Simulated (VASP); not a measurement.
# Sb2Se3 (Pnma) in VASP: single point with PBE

Aim: the single point of Sb2Se3 with PBE.

Everything below comes from runs of VASP 6.6.1. Logs are shortened: lines on timing, memory, paths and dates and some standing lists are left out, and cuts for length are marked.

**1. The cell of the first run**

The structure is orthorhombic, space group Pnma (No. 62). Conventional cell: a = 12.815 Å, b = 4.031 Å, c = 11.570 Å, α = 90.00°, β = 90.00°, γ = 90.00°. Within 3.6 Å of Sb (site symmetry m) lie 6 Se at 2.70 to 3.26 Å. Within 3.5 Å of Sb (site symmetry m) lie 5 Se at 2.62 to 3.04 Å. Within 3.5 Å of Se (site symmetry m) lie 5 Sb at 2.62 to 3.25 Å. Within 3.6 Å of Se (site symmetry m) lie 3 Sb at 2.71 to 3.26 Å and 1 Se at 3.50 Å. Se (site symmetry m) has 3 Sb at 2.70 to 2.82 Å and 1 Se at 3.50 Å within 3.6 Å.

**2. Single point, PBE**

Input file INCAR:

```
PREC = Accurate ; ENCUT = 520
EDIFF = 1E-6 ; ISMEAR = 0
SIGMA = 0.03 ; LREAL = Auto
LASPH = T ; NELM = 80
ALGO = Normal ; ISIF = 2
LWAVE = F ; LCHARG = T
GGA = PE ; LELF = T
LVHAR = T ; NBANDS = 72
```

Input file KPOINTS:

```
Automatic mesh
0
Gamma
  3 9 3
```

Input file POSCAR:

```
Sb2Se3
1.0
   12.8147561642      0.0000000000      0.0000000000
    0.0000000000      4.0313101836      0.0000000000
    0.0000000000      0.0000000000     11.5703295221
Sb Se
8 12
Direct
    0.0361585092      0.2500000000      0.3317946303
    0.9638414908      0.7500000000      0.6682053697
    0.4638414908      0.7500000000      0.8317946303
    0.5361585092      0.2500000000      0.1682053697
    0.1372854518      0.7500000000      0.0369019952
    0.8627145482      0.2500000000      0.9630980048
    0.3627145482      0.2500000000      0.5369019952
    0.6372854518      0.7500000000      0.4630980048
    0.0477348209      0.2500000000      0.8675823002
    0.9522651791      0.7500000000      0.1324176998
    0.4522651791      0.7500000000      0.3675823002
    0.5477348209      0.2500000000      0.6324176998
    0.1274869095      0.7500000000      0.4519866036
    0.8725130905      0.2500000000      0.5480133964
    0.3725130905      0.2500000000      0.9519866036
    0.6274869095      0.7500000000      0.0480133964
    0.2041462022      0.2500000000      0.1906725292
    0.7958537978      0.7500000000      0.8093274708
    0.2958537978      0.7500000000      0.6906725292
    0.7041462022      0.2500000000      0.3093274708
```

Potentials or basis: VASP PAW PBE potentials, release 64 (Sb, Se).

Launch:

```console
> cat potpaw_PBE.64/Sb/POTCAR potpaw_PBE.64/Se/POTCAR > POTCAR
> mpirun -np 1 vasp_std > vasp.out
```

OUTCAR:

```text
PREC = Accurate
   ENCUT = 520
   EDIFF = 1E-6
   ISMEAR = 0
   LREAL = Auto
   LASPH = T
   NELM = 80
   ISIF = 2
   GGA = PE

 ion  position               nearest neighbor table
   1  0.036  0.250  0.332-  17 2.70  13 2.71  13 2.71  10 3.25  10 3.25  14 3.26
   2  0.964  0.750  0.668-  18 2.70  14 2.71  14 2.71   9 3.25   9 3.25  13 3.26
   3  0.464  0.750  0.832-  19 2.70  15 2.71  15 2.71  12 3.25  12 3.25  16 3.26
   4  0.536  0.250  0.168-  20 2.70  16 2.71  16 2.71  11 3.25  11 3.25  15 3.26
   5  0.137  0.750  0.037-  10 2.62  17 2.82  17 2.82   9 3.04   9 3.04
   6  0.863  0.250  0.963-   9 2.62  18 2.82  18 2.82  10 3.04  10 3.04
   7  0.363  0.250  0.537-  12 2.62  19 2.82  19 2.82  11 3.04  11 3.04
   8  0.637  0.750  0.463-  11 2.62  20 2.82  20 2.82  12 3.04  12 3.04
   9  0.048  0.250  0.868-   6 2.62   5 3.04   5 3.04   2 3.25   2 3.25
  10  0.952  0.750  0.132-   5 2.62   6 3.04   6 3.04   1 3.25   1 3.25
  11  0.452  0.750  0.368-   8 2.62   7 3.04   7 3.04   4 3.25   4 3.25
  12  0.548  0.250  0.632-   7 2.62   8 3.04   8 3.04   3 3.25   3 3.25
  13  0.127  0.750  0.452-   1 2.71   1 2.71   2 3.26
  14  0.873  0.250  0.548-   2 2.71   2 2.71   1 3.26
  15  0.373  0.250  0.952-   3 2.71   3 2.71   4 3.26
  16  0.627  0.750  0.048-   4 2.71   4 2.71   3 3.26
  17  0.204  0.250  0.191-   1 2.70   5 2.82   5 2.82
  18  0.796  0.750  0.809-   2 2.70   6 2.82   6 2.82
  19  0.296  0.750  0.691-   3 2.70   7 2.82   7 2.82
  20  0.704  0.250  0.309-   4 2.70   8 2.82   8 2.82

  LATTYP: Found a simple orthorhombic cell.
 ALAT       =     4.0313101836
 B/A-ratio  =     2.8701164126
 C/A-ratio  =     3.1788067850

  Lattice vectors:

 A1 = (   0.0000000000,   4.0313101836,   0.0000000000)
 A2 = (   0.0000000000,   0.0000000000,  11.5703295221)
 A3 = (  12.8147561642,   0.0000000000,   0.0000000000)

Analysis of symmetry for initial positions (statically):
=====================================================================
 Subroutine PRICEL returns:
 Original cell was already a primitive cell.

 Routine SETGRP: Setting up the symmetry group for a
 simple orthorhombic supercell.

 Subroutine GETGRP returns: Found  8 space group operations
 (whereof  2 operations were pure point group operations)
 out of a pool of  8 trial point group operations.

The static configuration has the point symmetry S_2 .
 The point group associated with its full space group is D_2h.

Analysis of symmetry for dynamics (positions and initial velocities):
[... 149 lines left out ...]
   ISIF   =      2    stress and relaxation
   ISYM   =      2    0-nonsym 1-usesym 2-fastsym
   POTIM  = 0.5000    time-step for ionic-motion
   TEBEG  =    0.0;   TEEND  =   0.0 temperature during run
   PSTRESS=    0.0 pullay stress
   NELECT =     112.0000    total number of electrons
   NUPDOWN=      -1.0000    fix difference up-down
   EMIN   =  10.00;   EMAX   =-10.00  energy-range for DOS
   EFERMI =   0.00;   METHOD = LEGACY
   ISMEAR =     0;   SIGMA  =   0.03  broadening in eV -4-tet -1-fermi 0-gaus
   EFERMI_NEDOS =   21; number of points for ismear=-14 and -15
   IALGO  =     38    algorithm
   IMIX   =      4    mixing-type and parameters
     AMIX     =   0.40;   BMIX     =  1.00
     AMIX_MAG =   1.60;   BMIX_MAG =  1.00
  volume/ion in A,a.u.               =      29.89       201.68
  Fermi-wavevector in a.u.,A,eV,Ry     =   0.936800  1.770295 11.940387  0.877594
  Thomas-Fermi vector in A             =   2.063846
   LORBIT       =      0    0 simple, 1 ext, 2 COOP (PROOUT), +10 PAW based schemes
   GGA     = PE    functional components
   LHFCALC =     F    Hartree Fock is set to
   AEXX    =    0.0000 exact exchange contribution
   IVDW    =     0    specifies the selected vdW correction
   LEPSILON=     F    determine dielectric tensor
   LRPA    =     F    only Hartree local field effects (RPA)
 non-spin polarized calculation
 Gauss-broadening in eV      SIGMA  =   0.03
  energy-cutoff  :      520.00
  volume of cell :      597.73
 maximum number of plane-waves:     16139
 NGX is ok and might be reduce to    96
   NGX = 47   NGY = 15   NGZ = 43

 number of electron     111.9999993 magnetization

 Free energy of the ion-electron system (eV)
  ---------------------------------------------------
  ext. energy  EPLUGINS =         0.00000000
  ---------------------------------------------------
  free energy    TOTEN  =       -80.41953284 eV

  energy without entropy =      -80.41953284  energy(sigma->0) =      -80.41953284

 E-fermi :   3.8425     XC(G=0):  -8.8471

 val. band max:        3.6839092595   @ k =   0.3333   0.0000   0.0000
 cond. band min:       4.5019307992   @ k =   0.0000   0.0000   0.3333
 fundamental gap:      0.8180215397
 Fermi energy:         3.8425376482

 k-point     1 :       0.0000    0.0000    0.0000
  band No.  band energies     occupation
      1     -10.1719      2.00000
      2      -9.9973      2.00000
      3      -9.6631      2.00000
      4      -9.5421      2.00000
      5      -9.3985      2.00000
      6      -9.2855      2.00000
[... 1409 lines left out ...]
     67       6.5483      0.00000
     68       6.6670      0.00000
 [bands above 68 left out]

------------------------ aborting loop because EDIFF is reached ----------------------------------------

  FORCE on cell =-STRESS in cart. coord.  units (eV):
  Direction    XX          YY          ZZ          XY          YZ          ZX
  --------------------------------------------------------------------------------------
  -------------------------------------------------------------------------------------
  Total        0.3933099     -0.0735688      0.0373974      0.0000000      0.0000000      0.0000000
  in kB        1.0542489     -0.1971978      0.1002421      0.0000000      0.0000000      0.0000000
  external PRESSURE =       0.3190977 kB  Pullay stress =       0.0000000 kB

 VOLUME and BASIS-vectors are now :
 -----------------------------------------------------------------------------
  energy-cutoff  :      520.00
  volume of cell :      597.73
      direct lattice vectors                 reciprocal lattice vectors
    12.814756164  0.000000000  0.000000000     0.078035039  0.000000000  0.000000000
     0.000000000  4.031310184  0.000000000     0.000000000  0.248058312  0.000000000
     0.000000000  0.000000000 11.570329522     0.000000000  0.000000000  0.086427962

 POSITION                                       TOTAL-FORCE (eV/Angst)
 -----------------------------------------------------------------------------------
      0.46336      1.00783      3.83897        -0.026255      0.000000     -0.014194
     12.35139      3.02348      7.73136         0.026255     -0.000000      0.014194
      5.94402      3.02348      9.62414         0.026255      0.000000     -0.014194
      6.87074      1.00783      1.94619        -0.026255      0.000000      0.014194
      1.75928      3.02348      0.42697         0.017289     -0.000000     -0.017191
     11.05548      1.00783     11.14336        -0.017289     -0.000000      0.017191
[... 12 lines left out ...]
      3.79129      3.02348      7.99131        -0.012311     -0.000000     -0.008231
      9.02346      1.00783      3.57902         0.012311      0.000000      0.008231
 -----------------------------------------------------------------------------------
    total drift:                                0.000000     -0.000000     -0.000000

  FREE ENERGIE OF THE ION-ELECTRON SYSTEM (eV)
  ---------------------------------------------------
  free  energy   TOTEN  =       -80.4195328386 eV

  energy  without entropy=      -80.4195328386  energy(sigma->0) =      -80.41953284
```

OSZICAR:

```text
N       E                     dE             d eps       ncg     rms          rms(c)
DAV:   1     0.685151444710E+03    0.68515E+03   -0.40913E+04  2880   0.127E+03
DAV:   2    -0.772370205379E+00   -0.68592E+03   -0.65885E+03  3512   0.209E+02
DAV:   3    -0.803649295041E+02   -0.79593E+02   -0.77886E+02  3504   0.774E+01
DAV:   4    -0.827750836880E+02   -0.24102E+01   -0.23811E+01  3568   0.138E+01
DAV:   5    -0.828622810741E+02   -0.87197E-01   -0.87017E-01  3744   0.242E+00    0.118E+01
DAV:   6    -0.804114368964E+02    0.24508E+01   -0.55348E+00  3232   0.586E+00    0.795E+00
DAV:   7    -0.804186788143E+02   -0.72419E-02   -0.14405E+00  3504   0.289E+00    0.268E+00
DAV:   8    -0.804147114765E+02    0.39673E-02   -0.79837E-02  3624   0.878E-01    0.113E+00
DAV:   9    -0.804184212700E+02   -0.37098E-02   -0.16718E-02  3680   0.475E-01    0.213E-01
DAV:  10    -0.804189446878E+02   -0.52342E-03   -0.27767E-03  3392   0.174E-01    0.109E-01
DAV:  11    -0.804193016789E+02   -0.35699E-03   -0.55496E-04  3672   0.696E-02    0.598E-02
DAV:  12    -0.804194721935E+02   -0.17051E-03   -0.16393E-04  3232   0.424E-02    0.195E-02
DAV:  13    -0.804195251181E+02   -0.52925E-04   -0.67490E-05  3216   0.258E-02    0.108E-02
DAV:  14    -0.804195309412E+02   -0.58231E-05   -0.54869E-06  3232   0.706E-03    0.421E-03
DAV:  15    -0.804195325470E+02   -0.16058E-05   -0.26427E-06  2776   0.495E-03    0.145E-03
DAV:  16    -0.804195328386E+02   -0.29160E-06   -0.28237E-07  1912   0.161E-03
   1 F= -.80419533E+02 E0= -.80419533E+02  d E =-.417314E-15
```

stdout:

```text
POSCAR found type information on POSCAR SbSe
 POSCAR found :  2 types and      20 ions
 scaLAPACK will be used
 LDA part: xc-table for (Slater+PW92), standard interpolation
 POSCAR, INCAR and KPOINTS ok, starting setup
 FFT: planning ... GRIDC
 FFT: planning ... GRID_SOFT
 FFT: planning ... GRID
 WAVECAR not read
 entering main loop
```

Wall time 11 min (1 thread of Intel Xeon 6975P-C (Granite Rapids), shared host); peak memory 0.86 GiB.

What came out:

| Quantity | Value |
| --- | --- |
| Free energy | -80.4195 eV |
| Pressure | 0.0 GPa |
| Largest force | 0.031 eV/Å |
| Band gap on the k mesh | 0.82 eV (least direct gap 0.85 eV) |

Forces on the atoms (eV/Å):
```
Sb  -0.026  0.000 -0.014
Sb   0.026  0.000  0.014
Sb   0.026  0.000 -0.014
Sb  -0.026  0.000  0.014
Sb   0.017  0.000 -0.017
Sb  -0.017  0.000  0.017
Sb  -0.017  0.000 -0.017
Sb   0.017  0.000  0.017
Se   0.021  0.000 -0.022
Se  -0.021  0.000  0.022
Se  -0.021  0.000 -0.022
Se   0.021  0.000  0.022
Se   0.018  0.000  0.025
Se  -0.018  0.000 -0.025
Se  -0.018  0.000  0.025
Se   0.018  0.000 -0.025
Se   0.012  0.000 -0.008
Se  -0.012  0.000  0.008
Se  -0.012  0.000 -0.008
Se   0.012  0.000  0.008
```

Stress tensor (GPa, compression positive):
```
 0.11  0.00  0.00
 0.00 -0.02  0.00
 0.00  0.00  0.01
```

Caveat: spin-orbit coupling is left out, which moves the levels of the heavy elements; an odd mesh through Γ misses points on the zone boundary, where band edges can lie.
